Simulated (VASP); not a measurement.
# Be (P6_3/mmc) in VASP: settings compared

The runs below take Be through single point, with PBE, PBEsol.

Everything below comes from runs of VASP 6.6.1. Logs are shortened: lines on timing, memory, paths and dates and some standing lists are left out, and cuts for length are marked.

**1. The cell of the first run**

Symmetry: P6_3/mmc, No. 194, hexagonal system. The conventional cell has a = 2.239 Å, b = 2.239 Å, c = 3.511 Å, α = 90.00°, β = 90.00°, γ = 120.00°. Be (site symmetry -6m2) has 12 Be at 2.18 to 2.24 Å within 2.9 Å.

**2. Single point, PBE**

File INCAR:

```
SYSTEM = Be
PREC = Accurate ; ENCUT = 520
EDIFF = 1E-6 ; ISMEAR = -1
SIGMA = 0.05 ; LREAL = .False.
LASPH = .True. ; NELM = 80
ALGO = Fast ; ISIF = 2
LWAVE = .False. ; LCHARG = .True.
GGA = PE ; LELF = .True.
LVHAR = .True. ; NBANDS = 9
```

File KPOINTS:

```
Automatic mesh
0
Gamma
  13 13 8
  0 0 0
```

File POSCAR:

```
Be
1.0
    2.2386481342      0.0000000000      0.0000000000
   -1.1193240671      1.9387261544      0.0000000000
    0.0000000000      0.0000000000      3.5110325309
Be
2
Direct
    0.6666666667      0.3333333333      0.7500000000
    0.3333333333      0.6666666667      0.2500000000
```

Potentials or basis: VASP PAW PBE potentials, release 64 (Be).

On the command line:

```sh
$ cat potpaw_PBE.64/Be/POTCAR > POTCAR
$ mpirun -np 1 vasp_std > vasp.out
```

OUTCAR:

```text
SYSTEM = Be
   PREC = Accurate
   ENCUT = 520
   EDIFF = 1E-6
   ISMEAR = -1
   LREAL = .False.
   LASPH = .True.
   NELM = 80
   ISIF = 2
   GGA = PE

 ion  position               nearest neighbor table
   1  0.667  0.333  0.750-   2 2.18   2 2.18   2 2.18   2 2.18   2 2.18   2 2.18
   2  0.333  0.667  0.250-   1 2.18   1 2.18   1 2.18   1 2.18   1 2.18   1 2.18

  LATTYP: Found a hexagonal cell.
 ALAT       =     2.2386481342
 C/A-ratio  =     1.5683717674

  Lattice vectors:

 A1 = (   2.2386481342,   0.0000000000,   0.0000000000)
 A2 = (  -1.1193240671,   1.9387261544,   0.0000000000)
 A3 = (   0.0000000000,   0.0000000000,   3.5110325309)

Analysis of symmetry for initial positions (statically):
=====================================================================
 Subroutine PRICEL returns:
 Original cell was already a primitive cell.

 Routine SETGRP: Setting up the symmetry group for a
 hexagonal supercell.

 Subroutine GETGRP returns: Found 24 space group operations
 (whereof 12 operations were pure point group operations)
 out of a pool of 24 trial point group operations.

The static configuration has the point symmetry D_3d.
 The point group associated with its full space group is D_6h.

Analysis of symmetry for dynamics (positions and initial velocities):
=====================================================================
 Subroutine PRICEL returns:
 Original cell was already a primitive cell.

 Routine SETGRP: Setting up the symmetry group for a
 hexagonal supercell.

 Subroutine GETGRP returns: Found 24 space group operations
 (whereof 12 operations were pure point group operations)
 out of a pool of 24 trial point group operations.

The dynamic configuration has the point symmetry D_3d.
 The point group associated with its full space group is D_6h.

 Subroutine INISYM returns: Found 24 space group operations
 (whereof 12 operations are pure point group operations),
 and found     1 'primitive' translations

----------------------------------------------------------------------------------------

                                     Primitive cell

  volume of cell :      15.2383

  direct lattice vectors                    reciprocal lattice vectors
     2.238648134  0.000000000  0.000000000     0.446698159  0.257901302  0.000000000
    -1.119324067  1.938726154  0.000000000     0.000000000  0.515802605  0.000000000
     0.000000000  0.000000000  3.511032531     0.000000000  0.000000000  0.284816501

  length of vectors
     2.238648134  2.238648134  3.511032531     0.515802605  0.515802605  0.284816501

  position of ions in fractional coordinates (direct lattice)
     0.666666667  0.333333333  0.750000000
     0.333333333  0.666666667  0.250000000

  ion indices of the primitive-cell ions
   primitive index   ion index
                 1           1
                 2           2

----------------------------------------------------------------------------------------

 KPOINTS: Automatic mesh

Automatic generation of k-mesh.
 Grid dimensions read from file:
 generate k-points for:   13   13    8

 Generating k-lattice:

  Cartesian coordinates                     Fractional coordinates (reciprocal lattice)
     0.034361397  0.019838562  0.000000000     0.076923077  0.000000000  0.000000000
     0.000000000  0.039677123  0.000000000     0.000000000  0.076923077  0.000000000
     0.000000000  0.000000000  0.035602063     0.000000000  0.000000000  0.125000000

  Length of vectors
     0.039677123  0.039677123  0.035602063

  Shift w.r.t. Gamma in fractional coordinates (k-lattice)
     0.000000000  0.000000000  0.000000000

 Subroutine IBZKPT returns following result:
 ===========================================

 Found    105 irreducible k-points:

 Following reciprocal coordinates:
            Coordinates               Weight
  0.000000  0.000000  0.000000      1.000000
  0.076923  0.000000  0.000000      6.000000
  0.153846  0.000000  0.000000      6.000000
  0.230769  0.000000  0.000000      6.000000
  0.307692  0.000000  0.000000      6.000000
  0.384615  0.000000  0.000000      6.000000
[... 16 lines left out ...]
  0.076923  0.000000  0.125000     12.000000
  0.153846  0.000000  0.125000     12.000000
 [... further k-points ...]
   k-points           NKPTS =    105   k-points in BZ     NKDIM =    105   number of bands    NBANDS=      9
   number of dos      NEDOS =    301   number of ions     NIONS =      2
   total plane-waves  NPLWV =   9072
   dimension x,y,z NGX =    18 NGY =   18 NGZ =   28
   dimension x,y,z NGXF=    36 NGYF=   36 NGZF=   56
   ions per type =               2
   NGX,Y,Z   is equivalent  to a cutoff of  13.37, 13.37, 13.26 a.u.
   NGXF,Y,Z  is equivalent  to a cutoff of  26.73, 26.73, 26.52 a.u.
 SYSTEM =  Be
   PREC   = accura    normal or accurate (medium, high low for compatibility)
   ISTART =      0    job   : 0-new  1-cont  2-samecut
   ICHARG =      2    charge: 1-file 2-atom 10-const
   ISPIN  =      1    spin polarized calculation?
   LNONCOLLINEAR =      F non collinear calculations
   LSORBIT =      F    spin-orbit coupling
   LASPH  =      T    aspherical Exc in radial PAW
   ENCUT  =  520.0 eV  38.22 Ry    6.18 a.u.   4.16  4.16  6.53*2*pi/ulx,y,z
   NELM   =     80;   NELMIN=  2; NELMDL= -5     # of ELM steps
   EDIFF  = 0.1E-05   stopping-criterion for ELM
   LREAL  =      F    real-space projection
   EDIFFG = 0.1E-04   stopping-criterion for IOM
   NSW    =      0    number of steps for IOM
   IBRION =     -1    ionic relax: 0-MD 1-quasi-New 2-CG
   NFREE  =      0    steps in history (QN), initial steepest desc. (CG)
   ISIF   =      2    stress and relaxation
   ISYM   =      2    0-nonsym 1-usesym 2-fastsym
   POTIM  = 0.5000    time-step for ionic-motion
   TEBEG  =    0.0;   TEEND  =   0.0 temperature during run
   PSTRESS=    0.0 pullay stress
   NELECT =       4.0000    total number of electrons
   NUPDOWN=      -1.0000    fix difference up-down
   EMIN   =  10.00;   EMAX   =-10.00  energy-range for DOS
   EFERMI =   0.00;   METHOD = LEGACY
   ISMEAR =    -1;   SIGMA  =   0.05  broadening in eV -4-tet -1-fermi 0-gaus
   EFERMI_NEDOS =   21; number of points for ismear=-14 and -15
   IALGO  =     68    algorithm
   IMIX   =      4    mixing-type and parameters
     AMIX     =   0.40;   BMIX     =  1.00
     AMIX_MAG =   1.60;   BMIX_MAG =  1.00
  volume/ion in A,a.u.               =       7.62        51.42
  Fermi-wavevector in a.u.,A,eV,Ry     =   1.048212  1.980833 14.949378  1.098748
  Thomas-Fermi vector in A             =   2.183124
   LORBIT       =      0    0 simple, 1 ext, 2 COOP (PROOUT), +10 PAW based schemes
   GGA     = PE    functional components
   LHFCALC =     F    Hartree Fock is set to
   AEXX    =    0.0000 exact exchange contribution
   IVDW    =     0    specifies the selected vdW correction
   LEPSILON=     F    determine dielectric tensor
   LRPA    =     F    only Hartree local field effects (RPA)
 non-spin polarized calculation
 RMM-DIIS sequential band-by-band and
  energy-cutoff  :      520.00
  volume of cell :       15.24
 maximum number of plane-waves:       424
 NGX is ok and might be reduce to    18
   NGX =  9   NGY =  9   NGZ = 13

 number of electron       4.0000000 magnetization

 Free energy of the ion-electron system (eV)
  ---------------------------------------------------
  ext. energy  EPLUGINS =         0.00000000
  ---------------------------------------------------
  free energy    TOTEN  =        -7.52194008 eV

  energy without entropy =       -7.52095152  energy(sigma->0) =       -7.52144580

 E-fermi :   7.1601     XC(G=0): -10.7275

 val. band max:        7.0796030437   @ k =   0.2308   0.1538   0.0000
 cond. band min:       7.2425270150   @ k =   0.3077   0.1538   0.0000
 fundamental gap:      0.1629239713
 Fermi energy:         7.1600964358

 k-point     1 :       0.0000    0.0000    0.0000
  band No.  band energies     occupation
      1      -4.2234      2.00000
      2       2.7955      2.00000
      3       8.6407      0.00000
      4      23.7166      0.00000
      5      23.7166      0.00000
      6      26.6605      0.00000
      7      26.6605      0.00000
      8      28.9792      0.00000
      9      35.0042      0.00000

 k-point     2 :       0.0769    0.0000    0.0000
  band No.  band energies     occupation
      1      -4.0514      2.00000
      2       3.0235      2.00000
      3       8.6841      0.00000
      4      22.3361      0.00000
      5      22.7204      0.00000
      6      26.6830      0.00000
      7      27.1501      0.00000
      8      28.6195      0.00000
      9      32.7284      0.00000

 k-point     3 :       0.1538    0.0000    0.0000
  band No.  band energies     occupation
      1      -3.5348      2.00000
      2       3.7064      2.00000
      3       8.7872      0.00000
      4      19.3929      0.00000
      5      21.0395      0.00000
      6      26.5011      0.00000
      7      27.2415      0.00000
      8      27.2431      0.00000
      9      29.6235      0.00000

 k-point     4 :       0.2308    0.0000    0.0000
  band No.  band energies     occupation
      1      -2.6732      2.00000
      2       4.8391      2.00000
      3       8.8041      0.00000
      4      16.3578      0.00000
      5      19.4884      0.00000
      6      24.4997      0.00000
      7      25.0007      0.00000
      8      26.6176      0.00000
      9      27.8028      0.00000
[... 205 lines left out ...]
 k-point    22 :       0.0000    0.0000    0.1250
  band No.  band energies     occupation
      1      -4.0853      2.00000
      2       2.0510      2.00000
      3       9.7118      0.00000
      4      23.8447      0.00000
      5      23.8447      0.00000
      6      26.6178      0.00000
      7      26.6178      0.00000
      8      27.9275      0.00000
      9      35.8509      0.00000

 k-point    23 :       0.0769    0.0000    0.1250
  band No.  band energies     occupation
      1      -3.9131      2.00000
      2       2.2599      2.00000
      3       9.7725      0.00000
      4      22.4720      0.00000
      5      22.8644      0.00000
      6      26.4923      0.00000
      7      26.9889      0.00000
      8      27.7935      0.00000
      9      32.6825      0.00000

 k-point    24 :       0.1538    0.0000    0.1250
  band No.  band energies     occupation
      1      -3.3962      2.00000
      2       2.8800      2.00000
      3       9.9296      0.00000
      4      19.5248      0.00000
      5      21.1985      0.00000
      6      25.8986      0.00000
      7      26.7230      0.00000
      8      26.8581      0.00000
      9      29.9101      0.00000

 [... further k-points ...]
[... 5 lines left out ...]
  --------------------------------------------------------------------------------------
  -------------------------------------------------------------------------------------
  Total        0.4906048      0.4906048      0.4956700      0.0000000      0.0000000      0.0000000
  in kB       51.5828359     51.5828359     52.1153989      0.0000000      0.0000000      0.0000000
  external PRESSURE =      51.7603569 kB  Pullay stress =       0.0000000 kB

 VOLUME and BASIS-vectors are now :
 -----------------------------------------------------------------------------
  energy-cutoff  :      520.00
  volume of cell :       15.24
      direct lattice vectors                 reciprocal lattice vectors
     2.238648134  0.000000000  0.000000000     0.446698159  0.257901302  0.000000000
    -1.119324067  1.938726154  0.000000000     0.000000000  0.515802605  0.000000000
     0.000000000  0.000000000  3.511032531     0.000000000  0.000000000  0.284816501

 POSITION                                       TOTAL-FORCE (eV/Angst)
 -----------------------------------------------------------------------------------
      1.11932      0.64624      2.63327        -0.000000     -0.000000      0.000000
     -0.00000      1.29248      0.87776         0.000000      0.000000      0.000000
 -----------------------------------------------------------------------------------
    total drift:                                0.000000     -0.000000      0.000000

  FREE ENERGIE OF THE ION-ELECTRON SYSTEM (eV)
  ---------------------------------------------------
  free  energy   TOTEN  =        -7.5219400826 eV

  energy  without entropy=       -7.5209515184  energy(sigma->0) =       -7.52144580
```

It took 18 s on 1 thread of Intel Xeon 8259CL, shared host; peak memory 0.13 GiB.

Results:

```yaml
Free_energy: -7.5219 eV
Pressure: 5.2 GPa
Band_gap_on_the_k_mesh: zero (band 2 reaches 8.45 eV, above the bottom of band 3 at 6.79 eV)
```

Levels at points of the mesh, in eV from the Fermi level:
| k point | band 1 | band 2 | band 3 | band 4 | band 5 | band 6 |
| --- | --- | --- | --- | --- | --- | --- |
| (0.00, 0.00, 0.00) | -11.38 | -4.36 | 1.48 | 16.56 | 16.56 | 19.50 |
| (0.00, 0.00, 0.50) | -9.18 | -9.18 | 11.32 | 11.32 | 18.28 | 18.28 |

**3. Single point, PBEsol**

This run uses another cell than the first one, of 7.72 Å³/atom, 1.014 times its volume.

File INCAR:

```
SYSTEM = Be
  PREC = Accurate
  ENCUT = 520
  EDIFF = 1E-6
  ISMEAR = -1
  SIGMA = 0.05
  LREAL = .False.
  LASPH = .True.
  NELM = 60
  ALGO = Normal
  ISIF = 2
  LWAVE = .False.
  LCHARG = .True.
  GGA = PS
  LELF = .True.
  LVHAR = .True.
  NBANDS = 9
```

File KPOINTS:

```
regular mesh
0
Gamma
  13 13 8
  0 0 0
```

File POSCAR:

```
Be
1.0
    2.2489802855      0.0000000000      0.0000000000
   -1.1244901428      1.9476740599      0.0000000000
    0.0000000000      0.0000000000      3.5263399887
Be
2
Direct
    0.6666666667      0.3333333333      0.7500000000
    0.3333333333      0.6666666667      0.2500000000
```

Potentials or basis: VASP PAW PBE potentials, release 64 (Be).

On the command line:

```sh
$ cat potpaw_PBE.64/Be/POTCAR > POTCAR
$ mpirun -np 1 vasp_std > vasp.out
```

Wall time 16 s (1 thread of Intel Xeon 8259CL, shared host); peak memory 0.13 GiB.

The run converged. Its results:

* Free energy: -7.9916 eV
* Pressure: 2.4 GPa
* Band gap on the k mesh: zero (band 2 reaches 8.30 eV, above the bottom of band 3 at 6.66 eV)

Stress tensor (GPa, compression positive):
```
2.33 0.00 0.00
0.00 2.33 0.00
0.00 0.00 2.48
```

Levels at points of the mesh, in eV from the Fermi level:
```tsv
k point	band 1	band 2	band 3	band 4	band 5	band 6
(0.00, 0.00, 0.00)	-11.29	-4.32	1.46	16.38	16.38	19.30
(0.00, 0.00, 0.50)	-9.10	-9.10	11.21	11.21	18.08	18.08
```

Caveat: the PAW data sets were made with another functional, which shifts forces and pressure a little.

(Part 1 of 2 ends here.)
